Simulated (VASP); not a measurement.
# Zn7O (P3m1) in VASP: notebook

Zn7O is run at these levels: PBE; tasks: single point, relaxation of cell and atoms.

All numbers are computed with VASP 6.6.1; they aren't measurements. Logs are shortened: lines on timing, memory, paths and dates and some standing lists are left out, and cuts for length are marked.

## (1) The cell of the first run

The structure is trigonal, space group P3m1 (No. 156). Conventional cell: a = 2.900 Å, b = 2.900 Å, c = 16.177 Å, α = 90.00°, β = 90.00°, γ = 120.00°. Zn (site symmetry 3m) has 12 Zn at 2.78 to 2.90 Å within 3.7 Å. Within 3.5 Å of Zn (site symmetry 3m) lie 12 Zn at 2.69 to 2.90 Å. Within 3.6 Å of Zn (site symmetry 3m) lie 12 Zn at 2.76 to 2.90 Å. Zn (site symmetry 3m) has 12 Zn at 2.76 to 2.90 Å within 3.6 Å. Within 2.7 Å of Zn (site symmetry 3m) lie 1 O at 1.93 Å and 3 Zn at 2.69 Å. Within 2.6 Å of Zn (site symmetry 3m) lie 3 O at 1.97 Å. Within 3.7 Å of Zn (site symmetry 3m) lie 12 Zn at 2.78 to 2.90 Å and 1 O at 3.26 Å. O (site symmetry 3m) has 4 Zn at 1.93 to 1.97 Å within 2.6 Å.

## (2) Single point, PBE

Contents of INCAR:

```
PREC     = Accurate       # precision mode
ENCUT    = 520            # plane-wave cutoff, eV
EDIFF    = 1E-6           # SCF threshold, eV
ISMEAR   = 0              # smearing method
SIGMA    = 0.2            # smearing width, eV
LREAL    = False          # projectors in reciprocal space
LASPH    = True           # aspherical terms in the spheres
NELM     = 80             # most SCF steps
ALGO     = Normal         # electronic algorithm
ISIF     = 2              # what is computed and relaxed
LWAVE    = False          # write WAVECAR
LCHARG   = False          # write CHGCAR
GGA      = PE             # functional
NBANDS   = 55             # bands
```

Contents of KPOINTS:

```
regular mesh
0
Gamma
  7 7 1
```

Contents of POSCAR:

```
Zn7O
1.0
    2.8999761191      0.0000000000      0.0000000000
   -1.4499880595      2.5114529895      0.0000000000
    0.0000000000      0.0000000000     16.1774191708
Zn O
7 1
Direct
    0.3333333333      0.6666666667      0.7345492804
    0.6666666667      0.3333333333      0.8717466266
    0.3333333333      0.6666666667      0.4606403921
    0.0000000000      0.0000000000      0.5961433711
    0.0000000000      0.0000000000      0.0019699063
    0.3333333333      0.6666666667      0.1854485080
    0.0000000000      0.0000000000      0.3223783649
    0.0000000000      0.0000000000      0.1211235506
```

Potentials or basis: VASP PAW PBE potentials, release 64 (Zn, O).

On the command line:

```bash
$ cat potpaw_PBE.64/Zn/POTCAR potpaw_PBE.64/O/POTCAR > POTCAR
$ mpirun -np 1 vasp_std > vasp.out
```

OUTCAR:

```text
PREC = Accurate
   ENCUT = 520
   EDIFF = 1E-6
   ISMEAR = 0
   LREAL = False
   LASPH = True
   NELM = 80
   ISIF = 2
   GGA = PE

 ion  position               nearest neighbor table
   1  0.333  0.667  0.735-   2 2.78   2 2.78   2 2.78   4 2.80   4 2.80   4 2.80
   2  0.667  0.333  0.872-   5 2.69   5 2.69   5 2.69   1 2.78   1 2.78   1 2.78
   3  0.333  0.667  0.461-   4 2.76   4 2.76   4 2.76   7 2.79   7 2.79   7 2.79
   4  0.000  0.000  0.596-   3 2.76   3 2.76   3 2.76   1 2.80   1 2.80   1 2.80
   5  0.000  0.000  0.002-   8 1.93   2 2.69   2 2.69   2 2.69
   6  0.333  0.667  0.185-   8 1.97   8 1.97   8 1.97   7 2.78   7 2.78   7 2.78
   7  0.000  0.000  0.322-   6 2.78   6 2.78   6 2.78   3 2.79   3 2.79   3 2.79
   8  0.000  0.000  0.121-   5 1.93   6 1.97   6 1.97   6 1.97

  LATTYP: Found a hexagonal cell.
 ALAT       =     2.8999761191
 C/A-ratio  =     5.5784663412

  Lattice vectors:

 A1 = (   2.8999761191,   0.0000000000,   0.0000000000)
 A2 = (  -1.4499880595,   2.5114529895,   0.0000000000)
 A3 = (   0.0000000000,   0.0000000000,  16.1774191708)

Analysis of symmetry for initial positions (statically):
=====================================================================
 Subroutine PRICEL returns:
 Original cell was already a primitive cell.

 Routine SETGRP: Setting up the symmetry group for a
 hexagonal supercell.

 Subroutine GETGRP returns: Found  6 space group operations
 (whereof  6 operations were pure point group operations)
 out of a pool of 24 trial point group operations.

The static configuration has the point symmetry C_3v.

Analysis of symmetry for dynamics (positions and initial velocities):
=====================================================================
 Subroutine PRICEL returns:
 Original cell was already a primitive cell.

 Routine SETGRP: Setting up the symmetry group for a
 hexagonal supercell.

 Subroutine GETGRP returns: Found  6 space group operations
 (whereof  6 operations were pure point group operations)
 out of a pool of 24 trial point group operations.

The dynamic configuration has the point symmetry C_3v.

 Subroutine INISYM returns: Found  6 space group operations
 (whereof  6 operations are pure point group operations),
 and found     1 'primitive' translations

----------------------------------------------------------------------------------------

                                     Primitive cell

  volume of cell :     117.8226

  direct lattice vectors                    reciprocal lattice vectors
     2.899976119  0.000000000  0.000000000     0.344830426  0.199087939  0.000000000
    -1.449988060  2.511452989  0.000000000     0.000000000  0.398175878  0.000000000
     0.000000000  0.000000000 16.177419171     0.000000000  0.000000000  0.061814557

  length of vectors
     2.899976119  2.899976119 16.177419171     0.398175878  0.398175878  0.061814557

  position of ions in fractional coordinates (direct lattice)
     0.333333333  0.666666667  0.734549280
     0.666666667  0.333333333  0.871746627
     0.333333333  0.666666667  0.460640392
     0.000000000  0.000000000  0.596143371
     0.000000000  0.000000000  0.001969906
     0.333333333  0.666666667  0.185448508
     0.000000000  0.000000000  0.322378365
     0.000000000  0.000000000  0.121123551

  ion indices of the primitive-cell ions
   primitive index   ion index
                 1           1
                 2           2
                 3           3
                 4           4
                 5           5
                 6           6
                 7           7
                 8           8

----------------------------------------------------------------------------------------

 KPOINTS: regular mesh

Automatic generation of k-mesh.
 Grid dimensions read from file:
 generate k-points for:    7    7    1

 Generating k-lattice:

  Cartesian coordinates                     Fractional coordinates (reciprocal lattice)
     0.049261489  0.028441134  0.000000000     0.142857143  0.000000000  0.000000000
     0.000000000  0.056882268  0.000000000     0.000000000  0.142857143  0.000000000
     0.000000000  0.000000000  0.061814557     0.000000000  0.000000000  1.000000000

  Length of vectors
     0.056882268  0.056882268  0.061814557

  Shift w.r.t. Gamma in fractional coordinates (k-lattice)
     0.000000000  0.000000000  0.000000000

 Subroutine IBZKPT returns following result:
 ===========================================

 Found      8 irreducible k-points:

 Following reciprocal coordinates:
            Coordinates               Weight
  0.000000  0.000000  0.000000      1.000000
  0.142857  0.000000  0.000000      6.000000
  0.285714 -0.000000  0.000000      6.000000
  0.428571 -0.000000  0.000000      6.000000
  0.142857  0.142857  0.000000      6.000000
  0.285714  0.142857  0.000000     12.000000
  0.428571  0.142857  0.000000      6.000000
  0.285714  0.285714  0.000000      6.000000
   k-points           NKPTS =      8   k-points in BZ     NKDIM =      8   number of bands    NBANDS=     55
   number of dos      NEDOS =    301   number of ions     NIONS =      8
   total plane-waves  NPLWV =  69120
   dimension x,y,z NGX =    24 NGY =   24 NGZ =  120
   dimension x,y,z NGXF=    48 NGYF=   48 NGZF=  240
   ions per type =               7   1
   NGX,Y,Z   is equivalent  to a cutoff of  13.76, 13.76, 12.33 a.u.
   NGXF,Y,Z  is equivalent  to a cutoff of  27.52, 27.52, 24.66 a.u.
 SYSTEM =  unknown system
   PREC   = accura    normal or accurate (medium, high low for compatibility)
   ISTART =      0    job   : 0-new  1-cont  2-samecut
   ICHARG =      2    charge: 1-file 2-atom 10-const
   ISPIN  =      1    spin polarized calculation?
   LNONCOLLINEAR =      F non collinear calculations
   LSORBIT =      F    spin-orbit coupling
   LASPH  =      T    aspherical Exc in radial PAW
   ENCUT  =  520.0 eV  38.22 Ry    6.18 a.u.   5.39  5.39 30.08*2*pi/ulx,y,z
   NELM   =     80;   NELMIN=  2; NELMDL= -5     # of ELM steps
   EDIFF  = 0.1E-05   stopping-criterion for ELM
   LREAL  =      F    real-space projection
[... 7 lines left out ...]
   TEBEG  =    0.0;   TEEND  =   0.0 temperature during run
   PSTRESS=    0.0 pullay stress
   NELECT =      90.0000    total number of electrons
   NUPDOWN=      -1.0000    fix difference up-down
   EMIN   =  10.00;   EMAX   =-10.00  energy-range for DOS
   EFERMI =   0.00;   METHOD = LEGACY
   ISMEAR =     0;   SIGMA  =   0.20  broadening in eV -4-tet -1-fermi 0-gaus
   EFERMI_NEDOS =   21; number of points for ismear=-14 and -15
   IALGO  =     38    algorithm
   IMIX   =      4    mixing-type and parameters
     AMIX     =   0.40;   BMIX     =  1.00
     AMIX_MAG =   1.60;   BMIX_MAG =  1.00
  volume/ion in A,a.u.               =      14.73        99.39
  Fermi-wavevector in a.u.,A,eV,Ry     =   1.496509  2.827993 30.470794  2.239540
  Thomas-Fermi vector in A             =   2.608517
   LORBIT       =      0    0 simple, 1 ext, 2 COOP (PROOUT), +10 PAW based schemes
   GGA     = PE    functional components
   LHFCALC =     F    Hartree Fock is set to
   AEXX    =    0.0000 exact exchange contribution
   IVDW    =     0    specifies the selected vdW correction
   LEPSILON=     F    determine dielectric tensor
   LRPA    =     F    only Hartree local field effects (RPA)
 non-spin polarized calculation
 Gauss-broadening in eV      SIGMA  =   0.20
  energy-cutoff  :      520.00
  volume of cell :      117.82
 maximum number of plane-waves:      3229
 NGX is ok and might be reduce to    24
   NGX = 11   NGY = 11   NGZ = 61

 number of electron      90.0000037 magnetization

 Free energy of the ion-electron system (eV)
  ---------------------------------------------------
  ext. energy  EPLUGINS =         0.00000000
  ---------------------------------------------------
  free energy    TOTEN  =       -14.51981941 eV

  energy without entropy =      -14.48236169  energy(sigma->0) =      -14.50109055

 E-fermi :   2.9222     XC(G=0): -11.3412

 val. band max:        2.6958470290   @ k =   0.1429   0.0000   0.0000
 cond. band min:       2.9260626588   @ k =   0.2857   0.2857   0.0000
 fundamental gap:      0.2302156298
 Fermi energy:         2.9221694273

 k-point     1 :       0.0000    0.0000    0.0000
  band No.  band energies     occupation
      1     -16.4593      2.00000
      2      -6.9866      2.00000
      3      -6.7357      2.00000
      4      -5.7829      2.00000
      5      -5.6300      2.00000
      6      -5.3220      2.00000
[... 47 lines left out ...]
     54      16.4537      0.00000
     55      16.5165      0.00000

 k-point     2 :       0.1429    0.0000    0.0000
  band No.  band energies     occupation
      1     -16.3081      2.00000
      2      -6.5071      2.00000
      3      -6.2978      2.00000
      4      -5.4322      2.00000
      5      -5.3851      2.00000
      6      -5.1955      2.00000
[... 47 lines left out ...]
     54      13.7729      0.00000
     55      13.7780      0.00000

 k-point     3 :       0.2857   -0.0000    0.0000
  band No.  band energies     occupation
      1     -15.9485      2.00000
      2      -5.5195      2.00000
      3      -5.4197      2.00000
      4      -5.2469      2.00000
      5      -5.1675      2.00000
      6      -5.1271      2.00000
[... 47 lines left out ...]
     54      11.2573      0.00000
     55      11.5814      0.00000

 k-point     4 :       0.4286   -0.0000    0.0000
  band No.  band energies     occupation
      1     -15.6367      2.00000
      2      -5.3782      2.00000
      3      -5.3346      2.00000
      4      -5.2946      2.00000
      5      -5.2513      2.00000
      6      -5.2151      2.00000
[... 47 lines left out ...]
     54       9.4366      0.00000
     55      10.3869      0.00000

 k-point     5 :       0.1429    0.1429    0.0000
  band No.  band energies     occupation
      1     -16.0518      2.00000
      2      -5.6848      2.00000
      3      -5.6197      2.00000
      4      -5.1834      2.00000
      5      -5.1040      2.00000
      6      -5.0554      2.00000
[... 47 lines left out ...]
     54      10.5608      0.00000
     55      10.7759      0.00000

 k-point     6 :       0.2857    0.1429    0.0000
  band No.  band energies     occupation
      1     -15.7113      2.00000
      2      -5.2902      2.00000
      3      -5.2072      2.00000
      4      -5.1779      2.00000
      5      -5.1205      2.00000
      6      -5.1012      2.00000
[... 47 lines left out ...]
     54       8.3170      0.00000
     55       8.8928      0.00000

 k-point     7 :       0.4286    0.1429    0.0000
  band No.  band energies     occupation
      1     -15.5512      2.00000
      2      -5.3005      2.00000
      3      -5.2544      2.00000
      4      -5.2304      2.00000
      5      -5.1705      2.00000
      6      -5.1519      2.00000
[... 47 lines left out ...]
     54       7.9103      0.00000
     55       8.1727      0.00000

 k-point     8 :       0.2857    0.2857    0.0000
  band No.  band energies     occupation
      1     -15.5160      2.00000
      2      -5.1945      2.00000
      3      -5.1273      2.00000
      4      -5.0956      2.00000
      5      -5.0687      2.00000
      6      -5.0557      2.00000
[... 47 lines left out ...]
     54       7.1926      0.00000
     55       7.2722      0.00000

------------------------ aborting loop because EDIFF is reached ----------------------------------------

  FORCE on cell =-STRESS in cart. coord.  units (eV):
  Direction    XX          YY          ZZ          XY          YZ          ZX
  --------------------------------------------------------------------------------------
  -------------------------------------------------------------------------------------
  Total        0.5230850      0.5230850      0.4485175      0.0000000      0.0000000      0.0000000
  in kB        7.1130215      7.1130215      6.0990374      0.0000000      0.0000000      0.0000000
  external PRESSURE =       6.7750268 kB  Pullay stress =       0.0000000 kB

 VOLUME and BASIS-vectors are now :
 -----------------------------------------------------------------------------
  energy-cutoff  :      520.00
  volume of cell :      117.82
      direct lattice vectors                 reciprocal lattice vectors
     2.899976119  0.000000000  0.000000000     0.344830426  0.199087939  0.000000000
    -1.449988060  2.511452989  0.000000000     0.000000000  0.398175878  0.000000000
     0.000000000  0.000000000 16.177419171     0.000000000  0.000000000  0.061814557

 POSITION                                       TOTAL-FORCE (eV/Angst)
 -----------------------------------------------------------------------------------
     -0.00000      1.67430     11.88311        -0.000000     -0.000000     -0.002950
      1.44999      0.83715     14.10261         0.000000      0.000000     -0.010417
     -0.00000      1.67430      7.45197        -0.000000      0.000000     -0.000453
      0.00000      0.00000      9.64406         0.000000      0.000000      0.004741
      0.00000      0.00000      0.03187        -0.000000     -0.000000     -0.039215
     -0.00000      1.67430      3.00008        -0.000000      0.000000      0.098881
      0.00000      0.00000      5.21525        -0.000000      0.000000      0.000027
      0.00000      0.00000      1.95947         0.000000      0.000000     -0.050613
 -----------------------------------------------------------------------------------
    total drift:                               -0.000001     -0.000001     -0.003637

  FREE ENERGIE OF THE ION-ELECTRON SYSTEM (eV)
  ---------------------------------------------------
  free  energy   TOTEN  =       -14.5198194079 eV

  energy  without entropy=      -14.4823616910  energy(sigma->0) =      -14.50109055
```

Wall time 2.5 min (1 thread of AMD EPYC 7R13, shared host); peak memory 0.22 GiB.

What came out:

* Free energy: -14.5198 eV
* Pressure: 0.7 GPa
* Largest force: 0.099 eV/Å
* Band gap on the k mesh: zero (bands 45 and 46 overlap by 1.26 eV)

Forces in eV/Å, atoms in the order of the input:
```
Zn   0.000  0.000 -0.003
Zn   0.000  0.000 -0.010
Zn   0.000  0.000  0.000
Zn   0.000  0.000  0.005
Zn   0.000  0.000 -0.039
Zn   0.000  0.000  0.099
Zn   0.000  0.000  0.000
O    0.000  0.000 -0.051
```

Caveat: the k points lie up to 0.39 Å⁻¹ apart, too coarse for converged energies and pressures of a metal.

(Continued in part 2 of 2.)
